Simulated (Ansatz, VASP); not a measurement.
**Two plane-wave programs on NbP**

```
Nb P
1.0
     0.00000    2.32975    2.32975
     2.32975    0.00000    2.32975
     2.32975    2.32975    0.00000
Nb P
1 1
Direct
  0.00000 0.00000 0.00000
  0.25000 0.25000 0.25000
```

Change from the starting cell: volume scaled by 0.58, PAW files.

Alike in both runs: task single point; functional PBE; k mesh 12 × 12 × 12; occupations fermi-dirac, width 0.08 eV; no spin polarisation.

|  | VASP | Ansatz |
| --- | --- | --- |
| version | VASP 6.6.1 | Ansatz 0.2.0 |
| potentials or method | VASP PAW PBE potentials, release 64 (Nb_sv, P) | PAW with Ansatz's default frozen-core files, scalar-relativistic |
| plane-wave cutoff (eV) | 500 | 420 |
| valence electrons in the cell | 18 | 18 |

Ansatz gave:

| Quantity | Value |
| --- | --- |
| pressure (GPa) | 165.5 |

Question: What did VASP give for the same quantities?

Answer: Pressure (GPa): 164.5.

Both programs put the cell under a high pressure, so it lies far from rest at this level.

Noted on VASP's run: the cell as given lies far from equilibrium.
